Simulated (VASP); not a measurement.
Al3Au: single point with PBEsol

Al3Au:

```
CELL_PARAMETERS angstrom
-2.01174 2.01174 4.02937
2.01174 -2.01174 4.02937
2.01174 2.01174 -4.02937
ATOMIC_POSITIONS crystal
Au 0.00000 0.00000 0.00000
Al 0.50000 0.50000 0.00000
Al 0.25000 0.75000 0.50000
Al 0.75000 0.25000 0.50000
```

This cell differs from its parent crystal: volume scaled by 0.98.

- Program: VASP 6.6.1
- Task: single point
- Functional: PBEsol
- Potentials or basis: VASP PAW PBE potentials, release 64 (Au, Al)
- Cutoff: 520 eV
- k mesh: 9 × 9 × 9
- Occupations: fermi-dirac, width 0.05 eV
- Spin: no spin polarisation
- Dipole correction: no
- Further INCAR settings: ALGO = Normal; EDIFF = 1e-06; NBANDS = 18

| Quantity | Value |
| --- | --- |
| Pressure | -0.7 GPa |
| Band gap on the k mesh | zero (band 10 reaches 10.58 eV, above the bottom of band 11 at 7.45 eV) |

Stress tensor (GPa, compression positive):
```
-0.59  0.00  0.00
 0.00 -0.59  0.00
 0.00  0.00 -1.06
```

Levels at points of the mesh, in eV from the Fermi level:
| k point | band 8 | band 9 | band 10 | band 11 | band 12 | band 13 |
| --- | --- | --- | --- | --- | --- | --- |
| (0.00, 0.00, 0.00) | 0.00 | 0.00 | 0.39 | 0.81 | 0.82 | 0.85 |

Run time: 110 s on 1 thread of AMD EPYC 7R43 64-Core Processor (Zen 3), on a shared host, peak memory 0.24 GiB.

Caveat: the PAW data sets were made with another functional, which shifts forces and pressure a little; spin-orbit coupling is left out, which moves the levels of the heavy elements.
